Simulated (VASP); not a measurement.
Write the native input for VASP 6.6.1 that does the following.

- Task: single point
- Functional: PBEsol
- Potentials or basis: VASP PAW PBE potentials, release 64 (Al, Cu)
- Cutoff: 520 eV
- k mesh: 10 × 10 × 14
- Occupations: gaussian, width 0.1 eV
- Spin: no spin polarisation
- Dipole correction: no
- Further INCAR settings: ALGO = Fast; EDIFF = 1e-06; NBANDS = 16

The structure of Al2Cu lies in POSCAR:

```
Al2Cu
1.0
    4.1239426817      0.0000000000      0.0000000000
    0.0000000000      4.1239426817      0.0000000000
    0.0000000000      0.0000000000      3.0780050804
Al Cu
2 1
Direct
    0.5000000000      0.0000000000      0.5000000000
    0.0000000000      0.5000000000      0.5000000000
    0.0000000000      0.0000000000      0.0000000000
```

This cell differs from its parent crystal: strained.

One way to write it, as run:

INCAR

```
PREC = Accurate ; ENCUT = 520
EDIFF = 1E-6 ; ISMEAR = 0
SIGMA = 0.1 ; LREAL = F
LASPH = T ; NELM = 60
ALGO = Fast ; ISIF = 2
LWAVE = F ; LCHARG = F
GGA = PS ; NBANDS = 16
```

KPOINTS

```
regular mesh
0
Gamma
  10 10 14
```

Potentials or basis: VASP PAW PBE potentials, release 64 (Al, Cu).

The run is started by

```console
$ cat potpaw_PBE.64/Al/POTCAR potpaw_PBE.64/Cu/POTCAR > POTCAR
$ mpirun -np 1 vasp_std > vasp.out
```

It gave:

| Item | Value |
| --- | --- |
| Pressure | -7.5 GPa |

Caveat: the cell differs from its parent crystal (strained); the PAW data sets were made with another functional, which shifts forces and pressure a little.

It took 68 s on 1 thread of AMD EPYC 9R45 96-Core Processor (Zen 5), with other jobs on the host, peak memory 0.23 GiB.
